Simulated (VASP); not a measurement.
# BN (P6_3mc) in VASP: notebook

The runs below take BN through single point, with PBEsol.

All numbers are computed with VASP 6.6.1; they aren't measurements. Logs are shortened: lines on timing, memory, paths and dates and some standing lists are left out, and cuts for length are marked.

### 1 The cell of the first run

The structure is hexagonal, space group P6_3mc (No. 186). Conventional cell: a = 2.566 Å, b = 2.566 Å, c = 4.177 Å, α = 90.00°, β = 90.00°, γ = 120.00°. Within 2.1 Å of B (site symmetry 3m) lie 4 N at 1.57 Å. Within 2.1 Å of N (site symmetry 3m) lie 4 B at 1.57 Å.

### 2 Single point, PBEsol (strained cell)

Contents of INCAR:

```
  ALGO = Normal
  EDIFF = 1E-7
  ENCUT = 520
  GGA = PS
  ISIF = 2
  ISMEAR = 0
  LASPH = True
  LCHARG = True
  LELF = True
  LREAL = False
  LVHAR = True
  LWAVE = False
  NBANDS = 16
  NELM = 60
  PREC = Accurate
  SIGMA = 0.02
```

Contents of KPOINTS:

```
k-points
0
Gamma
  9 9 6
```

Contents of POSCAR:

```
BN
1.0
    2.5659661661      0.0000000000      0.0000000000
   -1.2829830830      2.2221918851      0.0000000000
    0.0000000000      0.0000000000      4.1774383964
B N
2 2
Direct
    0.3333333333      0.6666666667     -0.0004190631
    0.6666666667      0.3333333333      0.4995809369
    0.3333333333      0.6666666667      0.3744190631
    0.6666666667      0.3333333333      0.8744190631
```

Potentials or basis: VASP PAW PBE potentials, release 64 (B, N).

Started as:

```sh
$ cat potpaw_PBE.64/B/POTCAR potpaw_PBE.64/N/POTCAR > POTCAR
$ mpirun -np 1 vasp_std > vasp.out
```

OUTCAR:

```text
EDIFF = 1E-7
   ENCUT = 520
   GGA = PS
   ISIF = 2
   ISMEAR = 0
   LASPH = True
   LREAL = False
   NELM = 60
   PREC = Accurate

 ion  position               nearest neighbor table
   1  0.333  0.667  1.000-   3 1.57   4 1.57   4 1.57   4 1.57
   2  0.667  0.333  0.500-   4 1.57   3 1.57   3 1.57   3 1.57
   3  0.333  0.667  0.374-   1 1.57   2 1.57   2 1.57   2 1.57
   4  0.667  0.333  0.874-   2 1.57   1 1.57   1 1.57   1 1.57

  LATTYP: Found a hexagonal cell.
 ALAT       =     2.5659661661
 C/A-ratio  =     1.6280177235

  Lattice vectors:

 A1 = (   2.5659661661,   0.0000000000,   0.0000000000)
 A2 = (  -1.2829830830,   2.2221918851,   0.0000000000)
 A3 = (   0.0000000000,   0.0000000000,   4.1774383964)

Analysis of symmetry for initial positions (statically):
=====================================================================
 Subroutine PRICEL returns:
 Original cell was already a primitive cell.

 Routine SETGRP: Setting up the symmetry group for a
 hexagonal supercell.

 Subroutine GETGRP returns: Found 12 space group operations
 (whereof  6 operations were pure point group operations)
 out of a pool of 24 trial point group operations.

The static configuration has the point symmetry C_3v.
 The point group associated with its full space group is C_6v.

Analysis of symmetry for dynamics (positions and initial velocities):
=====================================================================
 Subroutine PRICEL returns:
 Original cell was already a primitive cell.

 Routine SETGRP: Setting up the symmetry group for a
 hexagonal supercell.

 Subroutine GETGRP returns: Found 12 space group operations
 (whereof  6 operations were pure point group operations)
 out of a pool of 24 trial point group operations.

The dynamic configuration has the point symmetry C_3v.
 The point group associated with its full space group is C_6v.

 Subroutine INISYM returns: Found 12 space group operations
 (whereof  6 operations are pure point group operations),
 and found     1 'primitive' translations

----------------------------------------------------------------------------------------

                                     Primitive cell

  volume of cell :      23.8200

  direct lattice vectors                    reciprocal lattice vectors
     2.565966166  0.000000000  0.000000000     0.389716752  0.225003072  0.000000000
    -1.282983083  2.222191885  0.000000000     0.000000000  0.450006143  0.000000000
     0.000000000  0.000000000  4.177438396     0.000000000  0.000000000  0.239381148
[... 92 lines left out ...]
   IBRION =     -1    ionic relax: 0-MD 1-quasi-New 2-CG
   NFREE  =      0    steps in history (QN), initial steepest desc. (CG)
   ISIF   =      2    stress and relaxation
   ISYM   =      2    0-nonsym 1-usesym 2-fastsym
   POTIM  = 0.5000    time-step for ionic-motion
   TEBEG  =    0.0;   TEEND  =   0.0 temperature during run
   PSTRESS=    0.0 pullay stress
   NELECT =      16.0000    total number of electrons
   NUPDOWN=      -1.0000    fix difference up-down
   EMIN   =  10.00;   EMAX   =-10.00  energy-range for DOS
   EFERMI =   0.00;   METHOD = LEGACY
   ISMEAR =     0;   SIGMA  =   0.02  broadening in eV -4-tet -1-fermi 0-gaus
   EFERMI_NEDOS =   21; number of points for ismear=-14 and -15
   IALGO  =     38    algorithm
   IMIX   =      4    mixing-type and parameters
     AMIX     =   0.40;   BMIX     =  1.00
     AMIX_MAG =   1.60;   BMIX_MAG =  1.00
  volume/ion in A,a.u.               =       5.96        40.19
  Fermi-wavevector in a.u.,A,eV,Ry     =   1.433730  2.709356 27.967879  2.055581
  Thomas-Fermi vector in A             =   2.553216
   LORBIT       =      0    0 simple, 1 ext, 2 COOP (PROOUT), +10 PAW based schemes
   GGA     = PS    functional components
   LHFCALC =     F    Hartree Fock is set to
   AEXX    =    0.0000 exact exchange contribution
   IVDW    =     0    specifies the selected vdW correction
   LEPSILON=     F    determine dielectric tensor
   LRPA    =     F    only Hartree local field effects (RPA)
 non-spin polarized calculation
 Gauss-broadening in eV      SIGMA  =   0.02
  energy-cutoff  :      520.00
  volume of cell :       23.82
 maximum number of plane-waves:       652
 NGX is ok and might be reduce to    20
   NGX =  9   NGY =  9   NGZ = 15

 number of electron      16.0000001 magnetization

 Free energy of the ion-electron system (eV)
  ---------------------------------------------------
  ext. energy  EPLUGINS =         0.00000000
  ---------------------------------------------------
  free energy    TOTEN  =       -36.61053529 eV

  energy without entropy =      -36.61053529  energy(sigma->0) =      -36.61053529

 E-fermi :   7.5296     XC(G=0): -12.9656

 val. band max:        7.4033097631   @ k =   0.0000   0.0000   0.0000
 cond. band min:      12.4501418599   @ k =   0.3333   0.3333   0.0000
 fundamental gap:      5.0468320968
 Fermi energy:         7.5295818122

 k-point     1 :       0.0000    0.0000    0.0000
  band No.  band energies     occupation
      1     -12.9174      2.00000
      2      -8.6101      2.00000
      3      -3.4761      2.00000
      4       5.1691      2.00000
      5       5.1691      2.00000
      6       7.1955      2.00000
[... 433 lines left out ...]
      3      -1.6921      2.00000
      4      -0.3847      2.00000
      5      -0.3847      2.00000
      6       1.6753      2.00000
[... 8 lines left out ...]
     15      23.3413      0.00000
     16      23.3413      0.00000

 [... further k-points ...]

------------------------ aborting loop because EDIFF is reached ----------------------------------------

  FORCE on cell =-STRESS in cart. coord.  units (eV):
  Direction    XX          YY          ZZ          XY          YZ          ZX
  --------------------------------------------------------------------------------------
  -------------------------------------------------------------------------------------
  Total       -1.3889938     -1.3889938      0.8641678     -0.0000000      0.0000000      0.0000000
  in kB      -93.4261278    -93.4261278     58.1254258     -0.0000000      0.0000000      0.0000000
  external PRESSURE =     -42.9089433 kB  Pullay stress =       0.0000000 kB

 VOLUME and BASIS-vectors are now :
 -----------------------------------------------------------------------------
  energy-cutoff  :      520.00
  volume of cell :       23.82
      direct lattice vectors                 reciprocal lattice vectors
     2.565966166  0.000000000  0.000000000     0.389716752  0.225003072  0.000000000
    -1.282983083  2.222191885  0.000000000     0.000000000  0.450006143  0.000000000
     0.000000000  0.000000000  4.177438396     0.000000000  0.000000000  0.239381148

 POSITION                                       TOTAL-FORCE (eV/Angst)
 -----------------------------------------------------------------------------------
     -0.00000      1.48146      4.17569         0.000000      0.000000     -0.001760
      1.28298      0.74073      2.08697        -0.000000      0.000000     -0.001760
     -0.00000      1.48146      1.56411         0.000000      0.000000      0.001760
      1.28298      0.74073      3.65283        -0.000000      0.000000      0.001760
 -----------------------------------------------------------------------------------
    total drift:                               -0.000000     -0.000000     -0.000168

  FREE ENERGIE OF THE ION-ELECTRON SYSTEM (eV)
  ---------------------------------------------------
  free  energy   TOTEN  =       -36.6105352933 eV

  energy  without entropy=      -36.6105352933  energy(sigma->0) =      -36.61053529
```

OSZICAR:

```text
N       E                     dE             d eps       ncg     rms          rms(c)
DAV:   1     0.347790643358E+02    0.34779E+02   -0.83577E+03  1536   0.976E+02
DAV:   2    -0.361990319998E+02   -0.70978E+02   -0.66559E+02  2240   0.228E+02
DAV:   3    -0.384854405397E+02   -0.22864E+01   -0.22818E+01  1736   0.369E+01
DAV:   4    -0.384906447641E+02   -0.52042E-02   -0.52039E-02  1888   0.204E+00
DAV:   5    -0.384906594421E+02   -0.14678E-04   -0.14678E-04  1696   0.987E-02    0.922E+00
DAV:   6    -0.368060429912E+02    0.16846E+01   -0.20250E+00  1960   0.129E+01    0.445E+00
DAV:   7    -0.366510086745E+02    0.15503E+00   -0.28815E-01  1928   0.426E+00    0.266E+00
DAV:   8    -0.366116606523E+02    0.39348E-01   -0.49628E-02  1872   0.171E+00    0.244E-01
DAV:   9    -0.366104467916E+02    0.12139E-02   -0.19567E-03  1784   0.495E-01    0.123E-01
DAV:  10    -0.366105337368E+02   -0.86945E-04   -0.25289E-04  1832   0.128E-01    0.196E-02
DAV:  11    -0.366105353081E+02   -0.15712E-05   -0.19857E-05  2000   0.411E-02    0.118E-02
DAV:  12    -0.366105352636E+02    0.44497E-07   -0.29575E-06  1864   0.168E-02    0.141E-03
DAV:  13    -0.366105352933E+02   -0.29722E-07   -0.10867E-07   888   0.293E-03
   1 F= -.36610535E+02 E0= -.36610535E+02  d E =-.226524E-21
```

It took 20 s on 1 thread of Intel Xeon 8259CL, shared host; peak memory 0.14 GiB.

Results:

| Property | Result |
| --- | --- |
| Free energy | -36.6105 eV |
| Pressure | -4.3 GPa |
| Band gap on the k mesh | 5.05 eV (least direct gap 8.06 eV) |

Stress tensor (GPa, compression positive):
```
-9.34  0.00  0.00
 0.00 -9.34  0.00
 0.00  0.00  5.81
```

Caveat: the cell differs from its parent crystal (strained cell); the cell stands under tension; the PAW data sets were made with another functional, which shifts forces and pressure a little; an odd mesh through Γ misses points on the zone boundary, where band edges can lie.

### 3 Single point, PBEsol (strained cell)

Contents of INCAR:

```
SYSTEM = BN
PREC = Accurate ; ENCUT = 520
EDIFF = 1E-6 ; ISMEAR = 0
SIGMA = 0.02 ; LREAL = .False.
LASPH = .True. ; NELM = 80
ALGO = Normal ; ISIF = 2
LWAVE = .False. ; LCHARG = .True.
GGA = PS ; LELF = .True.
LVHAR = .True. ; NBANDS = 16
```

Contents of KPOINTS:

```
regular mesh
0
Gamma
  9 9 6
  0 0 0
```

Contents of POSCAR:

```
BN
1.0
    2.5659661661      0.0000000000      0.0000000000
   -1.2829830830      2.2221918851      0.0000000000
    0.0000000000      0.0000000000      4.1997158981
B N
2 2
Direct
    0.3333333333      0.6666666667     -0.0003696467
    0.6666666667      0.3333333333      0.4996303533
    0.3333333333      0.6666666667      0.3743696467
    0.6666666667      0.3333333333      0.8743696467
```

Potentials or basis: VASP PAW PBE potentials, release 64 (B, N).

Started as:

```sh
$ cat potpaw_PBE.64/B/POTCAR potpaw_PBE.64/N/POTCAR > POTCAR
$ mpirun -np 1 vasp_std > vasp.out
```

It took 25 s on 1 thread of Intel Xeon 8259CL, shared host; peak memory 0.14 GiB.

It converged, with:

- Free energy: -36.6131 eV
- Pressure: -6.3 GPa
- Band gap on the k mesh: 5.03 eV (least direct gap 8.07 eV)

Stress tensor (GPa, compression positive):
```
-9.62  0.00  0.00
 0.00 -9.62  0.00
 0.00  0.00  0.25
```

Levels at points of the mesh, in eV from the valence-band top:
| k point | band 5 | band 6 | band 7 | band 8 | band 9 | band 10 | band 11 | band 12 |
| --- | --- | --- | --- | --- | --- | --- | --- | --- |
| (0.00, 0.00, 0.00) | -2.18 | -0.23 | 0.00 | 0.00 | 8.17 | 8.17 | 8.80 | 9.12 |
| (0.00, 0.00, 0.50) | -1.21 | -1.21 | -1.21 | -1.21 | 9.16 | 9.16 | 9.73 | 9.73 |

Caveat: the cell differs from its parent crystal (strained cell); the cell stands under tension; the PAW data sets were made with another functional, which shifts forces and pressure a little; an odd mesh through Γ misses points on the zone boundary, where band edges can lie.
